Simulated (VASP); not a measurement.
Input of a VASP 6.6.1 run:

INCAR

```
SYSTEM = Al2O3
PREC     = Accurate       ! precision mode
ENCUT    = 520            ! plane-wave cutoff, eV
EDIFF    = 1E-6           ! SCF threshold, eV
ISMEAR   = 0              ! smearing method
SIGMA    = 0.05           ! smearing width, eV
LREAL    = .False.        ! projectors in reciprocal space
LASPH    = .True.         ! aspherical terms in the spheres
NELM     = 60             ! most SCF steps
ALGO     = Normal         ! electronic algorithm
ISIF     = 2              ! what is computed and relaxed
LWAVE    = .False.        ! write WAVECAR
LCHARG   = .False.        ! write CHGCAR
GGA      = PS             ! functional
NBANDS   = 20             ! bands
```

The input KPOINTS:

```
Automatic mesh
0
Gamma
  12 12 4
  0 0 0
```

File POSCAR:

```
Al2O3
1.0
    2.8623092274      0.0000000000      0.0000000000
   -1.4311546137      2.4788325044      0.0000000000
    0.0000000000      0.0000000000      9.3196160910
Al O
2 3
Direct
    0.0000000000      0.0000000000      0.1487644540
    0.0000000000      0.0000000000      0.8512355460
    0.3333333333      0.6666666667      0.2215798693
    0.6666666667      0.3333333333      0.0000000000
    0.3333333333      0.6666666667      0.7784201307
```

Potentials or basis: VASP PAW PBE potentials, release 64 (Al, O).

Launch:

```bash
$ cat potpaw_PBE.64/Al/POTCAR potpaw_PBE.64/O/POTCAR > POTCAR
$ mpirun -np 1 vasp_std > vasp.out
```

(1) What does it give for the band gap on the k mesh?

(2) Predict the largest force.

(3) Predict the pressure.

Answers

(1) 4.91 eV, indirect (least direct gap 5.16 eV).

(2) 0.029 eV/Å.

(3) 0.2 GPa.

Caveat: the PAW data sets were made with another functional, which shifts forces and pressure a little.
